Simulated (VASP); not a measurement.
## HgTe (Coloradoite): single point with PBEsol

The system is HgTe (Coloradoite).

```
CELL_PARAMETERS angstrom
0.00000 3.15520 3.15520
3.15520 0.00000 3.15520
3.15520 3.15520 0.00000
ATOMIC_POSITIONS crystal
Hg 0.00000 0.00000 0.00000
Te 0.75000 0.75000 0.75000
```

```yaml
Program: VASP 6.6.1
Task: single point
Functional: PBEsol
Potentials_or_basis: VASP PAW PBE potentials, release 64 (Hg, Te)
Cutoff: 520 eV
k_mesh: 7 × 7 × 7
Occupations: fermi-dirac, width 0.05 eV
Spin: no spin polarisation
```

```json
{
 "Pressure": "5.2 GPa",
 "Band gap on the k mesh": "zero (filled and empty bands touch)"
}
```

Levels at points of the mesh, in eV from the Fermi level:
```csv
k point,band 5,band 6,band 7,band 8,band 9,band 10,band 11,band 12,band 13,band 14
"(0.00, 0.00, 0.00)",-7.22,-7.22,-0.67,-0.04,-0.04,-0.04,4.00,4.00,4.00,6.22
```

It took 21 s on 1 thread of Intel Xeon 6455B, on a shared host, peak memory 0.21 GiB.

Caveat: the PAW data sets were made with another functional, which shifts forces and pressure a little; spin-orbit coupling is left out, which moves the levels of the heavy elements.
